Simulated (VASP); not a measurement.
## CuO: electric field gradients with PBE

CuO:

```
Cu O
1.0
     4.16094    0.00000    0.00000
     0.00000    4.16094    0.00000
     0.00000    0.00000    3.88764
Cu O
3 3
Cartesian
  2.0805 0.0000 1.9438
  0.0000 2.0805 1.9438
  0.0000 0.0000 0.0000
  0.0000 0.0000 1.9438
  2.0805 0.0000 0.0000
  0.0000 2.0805 0.0000
```

| Property | Result |
| --- | --- |
| Program | VASP 6.6.1 |
| Task | electric field gradients |
| Functional | PBE |
| Potentials or basis | VASP PAW PBE potentials, release 64 (Cu, O) |
| Cutoff | 520 eV |
| k mesh | 7 × 7 × 7 |
| Occupations | fermi-dirac, width 0.05 eV |
| Spin | no spin polarisation |
| Dipole correction | no |
| Further INCAR settings | ALGO = Normal; EDIFF = 1e-08; NBANDS = 34 |

- Pressure: 2.3 GPa
- Band gap on the k mesh: zero (an odd number of electrons rules out a gap without spin polarisation)
- Largest electric field gradient by atom: Cu +7.5, -24.2 (each value once); O +1.1, -138.8 (each value once) V/Å²

Stress tensor (GPa, compression positive):
```
2.38 0.00 0.00
0.00 2.38 0.00
0.00 0.00 2.22
```

Levels at points of the mesh, in eV from the Fermi level:
```tsv
k point	band 22	band 23	band 24	band 25	band 26	band 27	band 28	band 29	band 30	band 31
(0.00, 0.00, 0.00)	-1.77	-1.54	-1.49	-1.45	-1.45	-1.39	1.32	6.13	7.56	8.82
```

Electric field gradients, principal values (V/Å²):
| atom | least | middle | greatest (by size) |
| --- | --- | --- | --- |
| 1 Cu | -1.960 | -5.538 | 7.498 |
| 2 Cu | -1.960 | -5.538 | 7.498 |
| 3 Cu | 12.096 | 12.096 | -24.192 |
| 4 O | -0.575 | -0.575 | 1.150 |
| 5 O | 65.797 | 72.957 | -138.754 |
| 6 O | 65.797 | 72.957 | -138.754 |

Run time: 4.3 min on 1 thread of AMD EPYC 7571, on a shared host, peak memory 0.19 GiB.

Caveat: without QUAD_EFG the Cq values of the log hold for a quadrupole moment of 1 mb, not for the nuclei; an odd number of electrons without spin polarisation forces a metal; a magnetic or distorted state may lie lower; semilocal functionals often make such compounds metallic where correlation or magnetic order opens a gap, which also shifts bond lengths. With open d or f shells a metallic result of PBE can be an artefact of self-interaction; +U or a hybrid may open a gap.
